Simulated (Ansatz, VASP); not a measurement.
This is a calculation of TePb for Ansatz 0.2.0.

File input.yaml:

```yaml
crystal:
  lattice:
    - [0.0, 3.231, 3.231]
    - [3.231, 0.0, 3.231]
    - [3.231, 3.231, 0.0]
  atoms:
    - { symbol: Pb, position: [0.0, 0.0, 0.0] }
    - { symbol: Te, position: [0.5, 0.5, 0.5] }
kpoints:
  mp_grid: { grid: [7, 7, 7] }
scf:
  occupations: { method: gaussian, width: 0.02 }
hamiltonian:
  xc: pbe
  pseudopotentials: { kind: all_electron, lapw: { basis_error: 0.001 } }
output:
  forces: true
  stress: true
  eigenvalues: true
```

Potentials or basis: all-electron LAPW, scalar-relativistic.

Launch:

```bash
$ ansatz run input.yaml --threads 1 --pin off --max-ram 3072MiB --backend cpu --events-out ev --progress --plain --runs-dir out
```

Set up the same calculation for VASP 6.6.1. Potentials there: VASP PAW PBE potentials, release 64 (Pb_d, Te).

As run (the cutoff follows the program's own potentials):

File INCAR:

```
SYSTEM = TePb
PREC = Accurate
ENCUT = 520
EDIFF = 1E-6
ISMEAR = 0
SIGMA = 0.02
LREAL = .FALSE.
LASPH = .TRUE.
NELM = 100
ALGO = Normal
ISIF = 2
LWAVE = .FALSE.
LCHARG = .FALSE.
GGA = PE
NBANDS = 17
```

KPOINTS

```
Automatic mesh
0
G
  7 7 7
  0 0 0
```

POSCAR

```
TePb
1.0
    0.0000000000      3.2310000000      3.2310000000
    3.2310000000      0.0000000000      3.2310000000
    3.2310000000      3.2310000000      0.0000000000
Pb Te
1 1
Direct
    0.0000000000      0.0000000000      0.0000000000
    0.5000000000      0.5000000000      0.5000000000
```

Potentials or basis: VASP PAW PBE potentials, release 64 (Pb_d, Te).

Run with:

```bash
$ cat potpaw_PBE.64/Pb_d/POTCAR potpaw_PBE.64/Te/POTCAR > POTCAR
$ mpirun -np 1 vasp_std > vasp.out
```

Both were run:

|  | VASP | Ansatz | Ansatz less VASP |
| --- | --- | --- | --- |
| pressure (GPa) | 2.1 | 2.1 | +0.07 |

Ansatz ran all-electron here, and VASP with PAW potentials.

Neither program's run includes spin-orbit coupling.
